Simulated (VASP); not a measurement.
Here is a VASP 6.6.1 calculation.

File INCAR:

```
SYSTEM = TePb
PREC = Accurate ; ENCUT = 520
EDIFF = 1E-7 ; ISMEAR = -1
SIGMA = 0.1 ; LREAL = .FALSE.
LASPH = .TRUE. ; NELM = 60
ALGO = Normal ; ISIF = 2
LWAVE = .FALSE. ; LCHARG = .TRUE.
LELF = .TRUE. ; LVHAR = .TRUE.
NBANDS = 17
```

The input KPOINTS:

```
Automatic mesh
0
G
  10 10 10
  0 0 0
```

File POSCAR:

```
TePb
1.0
    3.1909121651      3.1909121651      0.0000000000
   -3.1909121651      3.1909121651      0.0000000000
    0.0000000000      3.1909121651      3.1909121651
Te Pb
1 1
Direct
    0.5000000000      0.5000000000      0.0000000000
    0.0000000000      0.0000000000      0.0000000000
```

Potentials or basis: VASP PAW LDA potentials, release 64 (Te, Pb_d).

Command:

```console
$ cat potpaw_LDA.64/Te/POTCAR potpaw_LDA.64/Pb_d/POTCAR > POTCAR
$ mpirun -np 1 vasp_std > vasp.out
```

Problem. Predict the pressure.

Solution. 0.0 GPa.

Problem. What does it give for the band gap on the k mesh?

Solution. 0.56 eV.

Caveat: spin-orbit coupling is left out, which moves the levels of the heavy elements. A k mesh can miss the band edges.
